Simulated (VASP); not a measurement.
## C: relaxation of cell and atoms with PBEsol

The system is C.

```
CELL_PARAMETERS angstrom
2.12000 0.00000 0.00000
-1.06000 1.83597 0.00000
0.00000 0.00000 3.46196
ATOMIC_POSITIONS crystal
C 0.33333 0.66667 0.25000
C 0.66667 0.33333 0.75000
```

```json
{
 "Program": "VASP 6.6.1",
 "Task": "relaxation of cell and atoms",
 "Functional": "PBEsol",
 "Potentials or basis": "VASP PAW PBE potentials, release 64 (C)",
 "Cutoff": "600 eV",
 "k mesh": "11 × 11 × 6",
 "Occupations": "methfessel-paxton, width 0.05 eV",
 "Spin": "no spin polarisation",
 "Dipole correction": "no",
 "Further INCAR settings": "ALGO = Normal; EDIFF = 1e-07; IBRION = 2; EDIFFG = -0.01; NSW = 60; ISIF = 3"
}
```

| Item | Value |
| --- | --- |
| Relaxed volume | 6.65 Å³/atom |
| Relaxed cell | a = 2.062 Å, b = 2.062 Å, c = 3.612 Å, α = 90.00°, β = 90.00°, γ = 120.00° |
| Space group after relaxing (to 0.1 Å) | P6_3/mmc (No. 194) |
| Energy gained by relaxing | 17.1 meV/atom |
| Ionic steps | 11 |
| Pressure after relaxing | 0.0 GPa |
| Band gap on the k mesh | zero (bands 4 and 5 overlap by 11.55 eV) |

Step by step:
| step | energy change (eV) | largest force (eV/Å) | pressure (GPa) | volume (Å³) |
| --- | --- | --- | --- | --- |
| 1 | 0.0000 | 0.0000 | -4.33 | 13.47 |
| 2 | -0.0227 | 0.0000 | 0.11 | 13.12 |
| 3 | -0.0245 | 0.0000 | 1.36 | 13.04 |
| 4 | -0.0259 | 0.0000 | 3.84 | 12.89 |
| 5 | -0.0317 | 0.0000 | 2.92 | 13.05 |
| 6 | -0.0325 | 0.0000 | 2.03 | 13.14 |
| 7 | -0.0326 | 0.0000 | 2.60 | 13.10 |
| 8 | -0.0339 | 0.0000 | -0.69 | 13.34 |
| 9 | -0.0341 | 0.0000 | 0.20 | 13.28 |
| 10 | -0.0342 | 0.0000 | -0.11 | 13.31 |
| 11 | -0.0342 | 0.0000 | -0.03 | 13.30 |

Final structure:
```
C
1.0
     2.06203    0.00000    0.00000
    -1.03102    1.78577    0.00000
     0.00000    0.00000    3.61214
C
2
Cartesian
  0.0000 1.1905 0.9030
  1.0310 0.5953 2.7091
```

Levels at points of the mesh, in eV from the Fermi level:
| k point | band 1 | band 2 | band 3 | band 4 | band 5 | band 6 | band 7 | band 8 |
| --- | --- | --- | --- | --- | --- | --- | --- | --- |
| (0.00, 0.00, 0.00) | -19.96 | -11.03 | -9.88 | 7.68 | 7.97 | 7.97 | 9.44 | 9.44 |
| (0.00, 0.00, 0.50) | -17.55 | -17.55 | 0.24 | 0.24 | 8.70 | 8.70 | 8.70 | 8.70 |

It took 68 s on 1 thread of Intel Xeon 8259CL, with other jobs on the host, peak memory 0.12 GiB.

Caveat: the PAW data sets were made with another functional, which shifts forces and pressure a little.
